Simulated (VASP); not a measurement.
Pt:

```
Pt
1.0
     2.76067    0.00000    0.00000
    -1.38033    2.39081    0.00000
     0.00000    0.00000    4.79213
Pt
2
Direct
  0.66667 0.33333 0.75000
  0.33333 0.66667 0.25000
```

Program: VASP 6.6.1. Alike in all runs: task single point; no spin polarisation; cell as given; k mesh 11 × 11 × 6; cutoff (eV) 520; smearing methfessel-paxton 0.1 eV.

Order these runs on this cell by their pressure, lowest first.
A. level LDA; potentials or basis VASP PAW LDA potentials, release 64 (Pt)
B. level PBEsol; potentials or basis VASP PAW PBE potentials, release 64 (Pt)
C. level BLYP; potentials or basis VASP PAW PBE potentials, release 64 (Pt)

A (-15.2 GPa), B (-11.2 GPa), C (14.5 GPa).

Caveats: the PAW data sets were made with another functional, which shifts forces and pressure a little (some runs).
